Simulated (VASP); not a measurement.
Write the native input for VASP 6.6.1 that does the following.

- Task: single point
- Functional: PBEsol
- Potentials or basis: VASP PAW PBE potentials, release 64 (Bi_d)
- Cutoff: 520 eV
- k mesh: 9 × 9 × 3
- Occupations: fermi-dirac, width 0.03 eV
- Spin: no spin polarisation
- Dipole correction: no
- Further INCAR settings: ALGO = Normal; EDIFF = 1e-06; NBANDS = 22

The structure of Bi lies in POSCAR:

```
Bi
1.0
    4.4463416410      0.0000000000      0.0000000000
   -2.2231708206      3.8506448151      0.0000000000
    0.0000000000      0.0000000000     11.5875240800
Bi
2
Direct
    0.3333333333      0.6666666667      0.2500000000
    0.6666666667      0.3333333333      0.7500000000
```

This isn't the form of Bi at room conditions, which is rhombohedral.

These files were run (other wordings do the same):

INCAR

```
  PREC = Accurate
  ENCUT = 520
  EDIFF = 1E-6
  ISMEAR = -1
  SIGMA = 0.03
  LREAL = F
  LASPH = T
  NELM = 100
  ALGO = Normal
  ISIF = 2
  LWAVE = F
  LCHARG = T
  GGA = PS
  LELF = T
  LVHAR = T
  NBANDS = 22
```

KPOINTS

```
regular mesh
0
Gamma
  9 9 3
```

Potentials or basis: VASP PAW PBE potentials, release 64 (Bi_d).

Command:

```bash
$ cat potpaw_PBE.64/Bi_d/POTCAR > POTCAR
$ mpirun -np 1 vasp_std > vasp.out
```

Results of the run:

| Item | Value |
| --- | --- |
| Pressure | -3.9 GPa |
| Band gap on the k mesh | zero (bands 15 and 16 overlap by 2.37 eV) |

Caveat: the stress differs along the axes, from -6 to -1 GPa; the PAW data sets were made with another functional, which shifts forces and pressure a little; spin-orbit coupling is left out, which moves the levels of the heavy elements.

Run time: 2.8 min on 1 thread of Intel Xeon 8259CL (shared host), peak memory 0.35 GiB.
